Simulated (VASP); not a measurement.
# WCl4F2 (I4/mmm) in VASP: further runs, part 2 of 4

VASP 6.6.1.

## 3. Relaxation of cell and atoms, PBE

This run uses another cell than the first one, of 21.16 Å³/atom.

The input, INCAR:

```
SYSTEM = WCl4F2
PREC = Accurate ; ENCUT = 600
EDIFF = 1E-7 ; ISMEAR = 0
SIGMA = 0.15 ; LREAL = .FALSE.
LASPH = .TRUE. ; NELM = 100
ALGO = Normal ; ISIF = 3
LWAVE = .FALSE. ; LCHARG = .FALSE.
GGA = PE ; IBRION = 2
NSW = 36 ; EDIFFG = -0.08
```

The input, KPOINTS:

```
Automatic mesh
0
G
  3 3 3
  0 0 0
```

The input, POSCAR:

```
WCl4F2
1.0
   -3.3000000000      3.3000000000      3.4000000000
    3.3000000000     -3.3000000000      3.4000000000
    3.3000000000      3.3000000000     -3.4000000000
W Cl F
1 4 2
Direct
    0.0000000000      0.0000000000      0.0000000000
    0.7570000000      0.2430000000      0.0000000000
    0.7570000000      0.7570000000      0.5140000000
    0.2430000000      0.2430000000      0.4860000000
    0.2430000000      0.7570000000      0.0000000000
    0.7280000000      0.7280000000      0.0000000000
    0.2720000000      0.2720000000      0.0000000000
```

Potentials or basis: VASP PAW PBE potentials, release 64 (W_sv, Cl, F).

The run is started by

```
> cat potpaw_PBE.64/W_sv/POTCAR potpaw_PBE.64/Cl/POTCAR potpaw_PBE.64/F/POTCAR > POTCAR
> mpirun -np 1 vasp_std > vasp.out
```

OUTCAR:

```text
SYSTEM = WCl4F2
   PREC = Accurate
   ENCUT = 600
   EDIFF = 1E-7
   ISMEAR = 0
   LREAL = .FALSE.
   LASPH = .TRUE.
   NELM = 100
   ISIF = 3
   GGA = PE
   IBRION = 2
   NSW = 36
   EDIFFG = -0.08

 ion  position               nearest neighbor table
   1  0.000  0.000  0.000-   6 1.85   7 1.85   3 2.27   4 2.27   2 2.27   5 2.27
   2  0.757  0.243  0.000-   1 2.27
   3  0.757  0.757  0.514-   1 2.27
   4  0.243  0.243  0.486-   1 2.27
   5  0.243  0.757  0.000-   1 2.27
   6  0.728  0.728  0.000-   1 1.85
   7  0.272  0.272  0.000-   1 1.85

  LATTYP: Found a body centered tetragonal cell.
 ALAT       =     6.6000000000
 C/A-ratio  =     1.0303030303

  Lattice vectors:

 A1 = (  -3.3000000000,   3.3000000000,   3.4000000000)
 A2 = (   3.3000000000,  -3.3000000000,   3.4000000000)
 A3 = (   3.3000000000,   3.3000000000,  -3.4000000000)

Analysis of symmetry for initial positions (statically):
=====================================================================
 Subroutine PRICEL returns:
 Original cell was already a primitive cell.

 Routine SETGRP: Setting up the symmetry group for a
 body centered tetragonal supercell.

 Subroutine GETGRP returns: Found 16 space group operations
 (whereof 16 operations were pure point group operations)
 out of a pool of 16 trial point group operations.

The static configuration has the point symmetry D_4h.

Analysis of symmetry for dynamics (positions and initial velocities):
=====================================================================
 Subroutine PRICEL returns:
 Original cell was already a primitive cell.

 Routine SETGRP: Setting up the symmetry group for a
 body centered tetragonal supercell.

 Subroutine GETGRP returns: Found 16 space group operations
 (whereof 16 operations were pure point group operations)
 out of a pool of 16 trial point group operations.

The dynamic configuration has the point symmetry D_4h.

 Subroutine INISYM returns: Found 16 space group operations
 (whereof 16 operations are pure point group operations),
 and found     1 'primitive' translations

----------------------------------------------------------------------------------------

                                     Primitive cell

  volume of cell :     148.1040

  direct lattice vectors                    reciprocal lattice vectors
    -3.300000000  3.300000000  3.400000000     0.000000000  0.151515152  0.147058824
     3.300000000 -3.300000000  3.400000000     0.151515152  0.000000000  0.147058824
     3.300000000  3.300000000 -3.400000000     0.151515152  0.151515152  0.000000000

  length of vectors
     5.774080013  5.774080013  5.774080013     0.211147197  0.211147197  0.214274782

  position of ions in fractional coordinates (direct lattice)
     0.000000000  0.000000000  0.000000000
     0.757000000  0.243000000  0.000000000
     0.757000000  0.757000000  0.514000000
     0.243000000  0.243000000  0.486000000
     0.243000000  0.757000000  0.000000000
     0.728000000  0.728000000  0.000000000
     0.272000000  0.272000000  0.000000000

  ion indices of the primitive-cell ions
   primitive index   ion index
                 1           1
                 2           2
[... 42 lines left out ...]
   total plane-waves  NPLWV = 110592
   dimension x,y,z NGX =    48 NGY =   48 NGZ =   48
   dimension x,y,z NGXF=    96 NGYF=   96 NGZF=   96
   ions per type =               1   4   2
   NGX,Y,Z   is equivalent  to a cutoff of  13.82, 13.82, 13.82 a.u.
   NGXF,Y,Z  is equivalent  to a cutoff of  27.64, 27.64, 27.64 a.u.
 SYSTEM =  WCl4F2
   PREC   = accura    normal or accurate (medium, high low for compatibility)
   ISTART =      0    job   : 0-new  1-cont  2-samecut
   ICHARG =      2    charge: 1-file 2-atom 10-const
   ISPIN  =      1    spin polarized calculation?
   LNONCOLLINEAR =      F non collinear calculations
   LSORBIT =      F    spin-orbit coupling
   LASPH  =      T    aspherical Exc in radial PAW
   ENCUT  =  600.0 eV  44.10 Ry    6.64 a.u.  11.53 11.53 11.53*2*pi/ulx,y,z
   NELM   =    100;   NELMIN=  2; NELMDL= -5     # of ELM steps
   EDIFF  = 0.1E-06   stopping-criterion for ELM
   LREAL  =      F    real-space projection
   EDIFFG = -.8E-01   stopping-criterion for IOM
   NSW    =     36    number of steps for IOM
   IBRION =      2    ionic relax: 0-MD 1-quasi-New 2-CG
   NFREE  =      1    steps in history (QN), initial steepest desc. (CG)
   ISIF   =      3    stress and relaxation
   ISYM   =      2    0-nonsym 1-usesym 2-fastsym
   POTIM  = 0.5000    time-step for ionic-motion
   TEBEG  =    0.0;   TEEND  =   0.0 temperature during run
   PSTRESS=    0.0 pullay stress
   NELECT =      56.0000    total number of electrons
   NUPDOWN=      -1.0000    fix difference up-down
   EMIN   =  10.00;   EMAX   =-10.00  energy-range for DOS
   EFERMI =   0.00;   METHOD = LEGACY
   ISMEAR =     0;   SIGMA  =   0.15  broadening in eV -4-tet -1-fermi 0-gaus
   EFERMI_NEDOS =   21; number of points for ismear=-14 and -15
   IALGO  =     38    algorithm
   IMIX   =      4    mixing-type and parameters
     AMIX     =   0.40;   BMIX     =  1.00
     AMIX_MAG =   1.60;   BMIX_MAG =  1.00
  volume/ion in A,a.u.               =      21.16       142.78
  Fermi-wavevector in a.u.,A,eV,Ry     =   1.183810  2.237076 19.067280  1.401406
  Thomas-Fermi vector in A             =   2.320037
   LORBIT       =      0    0 simple, 1 ext, 2 COOP (PROOUT), +10 PAW based schemes
   GGA     = PE    functional components
   LHFCALC =     F    Hartree Fock is set to
   AEXX    =    0.0000 exact exchange contribution
   IVDW    =     0    specifies the selected vdW correction
   LEPSILON=     F    determine dielectric tensor
   LRPA    =     F    only Hartree local field effects (RPA)
 conjugate gradient relaxation of ions
 non-spin polarized calculation
 Gauss-broadening in eV      SIGMA  =   0.15
  energy-cutoff  :      600.00
  volume of cell :      148.10
 maximum number of plane-waves:      4968
 NGX is ok and might be reduce to    48
   NGX = 23   NGY = 23   NGZ = 23

--------------------------------------- Ionic step        1  -------------------------------------------

 number of electron      55.9999993 magnetization

 Free energy of the ion-electron system (eV)
  ---------------------------------------------------
  ext. energy  EPLUGINS =         0.00000000
  ---------------------------------------------------
  free energy    TOTEN  =       -33.51328643 eV

  energy without entropy =      -33.51328643  energy(sigma->0) =      -33.51328643

------------------------ aborting loop because EDIFF is reached ----------------------------------------

  FORCE on cell =-STRESS in cart. coord.  units (eV):
  Direction    XX          YY          ZZ          XY          YZ          ZX
  --------------------------------------------------------------------------------------
  -------------------------------------------------------------------------------------
  Total        5.5592680      5.5592680      8.0284826      0.0000000      0.0000000     -0.0000000
  in kB       60.1397199     60.1397199     86.8514878      0.0000000      0.0000000     -0.0000000
  external PRESSURE =      69.0436425 kB  Pullay stress =       0.0000000 kB
[... 104 lines left out ...]
  FREE ENERGIE OF THE ION-ELECTRON SYSTEM (eV)
  ---------------------------------------------------
  free  energy   TOTEN  =       -33.7013101006 eV

  energy  without entropy=      -33.7013100990  energy(sigma->0) =      -33.70131010

 E-fermi :   0.3835     XC(G=0):  -8.2206

 val. band max:       -0.2404368249   @ k =   0.0000   0.0000   0.0000
 cond. band min:       1.0246334849   @ k =  -0.3333  -0.3333   0.3333
 fundamental gap:      1.2650703098
 Fermi energy:         0.3835262630

 k-point     1 :       0.0000    0.0000    0.0000
  band No.  band energies     occupation
      1     -75.8044      2.00000
      2     -40.0767      2.00000
      3     -39.8016      2.00000
      4     -39.8016      2.00000
      5     -23.0332      2.00000
      6     -22.3210      2.00000
[... 205 lines left out ...]
     32       5.1419      0.00000
     33       5.2854      0.00000

[... ionic steps 4 to 14 ...]

--------------------------------------- Ionic step       15  -------------------------------------------

 number of electron      56.0000008 magnetization

------------------------ aborting loop because EDIFF is reached ----------------------------------------
[... 77 lines left out ...]
--------------------------------------- Ionic step       17  -------------------------------------------

 number of electron      56.0000006 magnetization

 Free energy of the ion-electron system (eV)
  ---------------------------------------------------
  ext. energy  EPLUGINS =         0.00000000
  ---------------------------------------------------
  free energy    TOTEN  =       -34.17717529 eV

  energy without entropy =      -34.17717529  energy(sigma->0) =      -34.17717529

 E-fermi :  -1.0451     XC(G=0):  -7.1771

 val. band max:       -1.9173745434   @ k =   0.0000   0.0000   0.0000
 cond. band min:      -0.2551975722   @ k =  -0.3333  -0.3333   0.3333
 fundamental gap:      1.6621769713
 Fermi energy:        -1.0450773522

 k-point     1 :       0.0000    0.0000    0.0000
  band No.  band energies     occupation
      1     -77.2700      2.00000
      2     -41.5770      2.00000
      3     -41.2824      2.00000
      4     -41.2824      2.00000
      5     -24.5176      2.00000
      6     -23.7550      2.00000
[... 239 lines left out ...]
  FREE ENERGIE OF THE ION-ELECTRON SYSTEM (eV)
  ---------------------------------------------------
  free  energy   TOTEN  =       -34.1771752928 eV

  energy  without entropy=      -34.1771752928  energy(sigma->0) =      -34.17717529

 reached required accuracy - stopping structural energy minimisation
```

It took 15 min on 1 thread of Intel Xeon 8259CL, shared host; peak memory 0.33 GiB.

What came out:

* Free energy: -34.1772 eV
* Relaxed volume: 28.97 Å³/atom
* Relaxed cell: a = 6.414 Å, b = 6.414 Å, c = 6.414 Å, α = 110.90°, β = 110.90°, γ = 106.65°
* Space group after relaxing (to 0.1 Å): I4/mmm (No. 139)
* Energy gained by relaxing: 94.8 meV/atom
* Ionic steps: 17
* Pressure after relaxing: 0.2 GPa
* Largest force after relaxing: 0.050 eV/Å
* Band gap on the k mesh: 1.66 eV (least direct gap 1.72 eV)

Forces in eV/Å, atoms in the order of the input:
```
W    0.000  0.000  0.000
Cl   0.035 -0.035  0.000
Cl  -0.035 -0.035  0.000
Cl   0.035  0.035  0.000
Cl  -0.035  0.035  0.000
F    0.000  0.000 -0.001
F    0.000  0.000  0.001
```

Stress tensor (GPa, compression positive):
```
0.25 0.00 0.00
0.00 0.25 0.00
0.00 0.00 0.16
```

The path:
```tsv
step	energy change (eV)	largest force (eV/Å)	pressure (GPa)	volume (Å³)
1	0.0000	0.8014	6.90	148.10
2	0.0920	2.6219	-4.97	168.50
3	-0.1880	1.0458	0.69	156.68
4	-0.3512	0.6745	0.32	163.26
5	-0.5600	0.4330	0.36	180.24
6	-0.5825	0.7998	0.57	187.29
7	-0.6457	0.4771	-0.39	195.90
8	-0.6468	0.3393	-0.30	194.83
9	-0.6530	0.1550	0.38	195.98
10	-0.6530	0.1530	0.39	195.99
11	-0.6581	0.0665	0.40	197.94
12	-0.6586	0.1602	0.42	198.75
13	-0.6612	0.1337	-0.24	201.97
14	-0.6614	0.1060	-0.11	201.35
15	-0.6631	0.1108	-0.08	202.24
16	-0.6632	0.1373	-0.07	202.48
17	-0.6639	0.0498	0.22	202.80
```

Final structure:
```
CELL_PARAMETERS angstrom
-3.63786 3.63786 3.83097
3.63786 -3.63786 3.83097
3.63786 3.63786 -3.83097
ATOMIC_POSITIONS crystal
W 0.00000 0.00000 0.00000
Cl 0.77725 0.22275 0.00000
Cl 0.77725 0.77725 0.55450
Cl 0.22275 0.22275 0.44550
Cl 0.22275 0.77725 0.00000
F 0.75446 0.75446 0.00000
F 0.24554 0.24554 0.00000
```

Caveat: the k points lie up to 0.40 Å⁻¹ apart in the final cell; the volume moved by over 15 % at a fixed basis, so the end points are rough; spin-orbit coupling is left out, which moves the levels of the heavy elements; the relaxation stopped at a loose force limit of 0.08 eV/Å, so its end isn't a converged minimum. A k mesh can miss the band edges.

(Continued in part 3 of 4.)
